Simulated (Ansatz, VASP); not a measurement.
## Two plane-wave programs on SnO2

INCAR

```
SYSTEM = SnO2
PREC     = Accurate       ! precision mode
ENCUT    = 520            ! plane-wave cutoff, eV
EDIFF    = 1E-8           ! SCF threshold, eV
ISMEAR   = -1             ! smearing method
SIGMA    = 0.03           ! smearing width, eV
LREAL    = .FALSE.        ! projectors in reciprocal space
LASPH    = .TRUE.         ! aspherical terms in the spheres
NELM     = 60             ! most SCF steps
ALGO     = Normal         ! electronic algorithm
ISIF     = 2              ! what is computed and relaxed
LWAVE    = .FALSE.        ! write WAVECAR
LCHARG   = .FALSE.        ! write CHGCAR
GGA      = PE             ! functional
LEFG     = .TRUE.       
NBANDS   = 35             ! bands
```

KPOINTS

```
Automatic mesh
0
G
  4 4 6
  0 0 0
```

Contents of POSCAR:

```
SnO2
1.0
    4.7373500000      0.0000000000      0.0000000000
    0.0000000000      4.7373500000      0.0000000000
    0.0000000000      0.0000000000      3.1864000000
Sn O
2 4
Direct
    0.0000000000      0.0000000000      0.0000000000
    0.5000000000      0.5000000000      0.5000000000
    0.3056200000      0.3056200000      0.0000000000
    0.1943800000      0.8056200000      0.5000000000
    0.6943800000      0.6943800000      0.0000000000
    0.8056200000      0.1943800000      0.5000000000
```

Input for Ansatz:

```yaml
crystal:
  lattice:
    - [4.73735, 0.0, 0.0]
    - [0.0, 4.73735, 0.0]
    - [0.0, 0.0, 3.1864]
  atoms:
    - { symbol: Sn, position: [0.0, 0.0, 0.0] }
    - { symbol: Sn, position: [0.5, 0.5, 0.5] }
    - { symbol: O, position: [0.30562, 0.30562, 0.0] }
    - { symbol: O, position: [0.19438, 0.80562, 0.5] }
    - { symbol: O, position: [0.69438, 0.69438, 0.0] }
    - { symbol: O, position: [0.80562, 0.19438, 0.5] }
kpoints:
  mp_grid: { grid: [4, 4, 6] }
  band_path:
    path:
      - [0.0, 0.0, 0.0]
      - [0.0, 0.5, 0.0]
      - [0.5, 0.5, 0.0]
      - [0.0, 0.0, 0.0]
      - [0.0, 0.0, 0.5]
      - [0.0, 0.5, 0.5]
      - [0.5, 0.5, 0.5]
      - [0.0, 0.0, 0.5]
      - [0.0, 0.5, 0.0]
    npoints: 14
scf:
  occupations: { method: fermi_dirac, width: 0.03 }
hamiltonian:
  xc: pbe
  pseudopotentials: { kind: paw }
output:
  forces: true
  stress: true
  eigenvalues: true
  efg: { contact_densities: true }
  populations: true
  bader: true
  dos: { projected: true, de: 0.2, e_range: [-14, 8] }
  write_density: true
  write_potential: true
  elf: true
  volumetric_format: npy
```

Alike in both runs: task electric field gradients; functional PBE; k mesh 4 × 4 × 6; occupations fermi-dirac, width 0.03 eV; no spin polarisation.

|  | VASP | Ansatz |
| --- | --- | --- |
| version | VASP 6.6.1 | Ansatz 0.2.0 |
| potentials or method | VASP PAW PBE potentials, release 64 (Sn_d, O) | PAW with Ansatz's default frozen-core files, scalar-relativistic |
| plane-wave cutoff (eV) | 520 | 420 |
| valence electrons in the cell | 52 | 52 |

|  | VASP | Ansatz | Ansatz less VASP |
| --- | --- | --- | --- |
| gap on the k mesh at the Fermi level (eV) | 1.24 | 1.25 | +0.010 |
| pressure (GPa) | 11.5 | 10.8 | -0.71 |
| traceless stress, the component that is largest in VASP (GPa) | 1.75 | 1.53 | -0.213 |
| rms of the force components (eV/Å) | 0.024 | 0.017 | -0.0077 |
| size of Vzz on the site where it differs most (V/Å²) | 56.2 | 56.7 | +0.57 |

Atom by atom the forces differ by 0.008 eV/Å (rms over components).
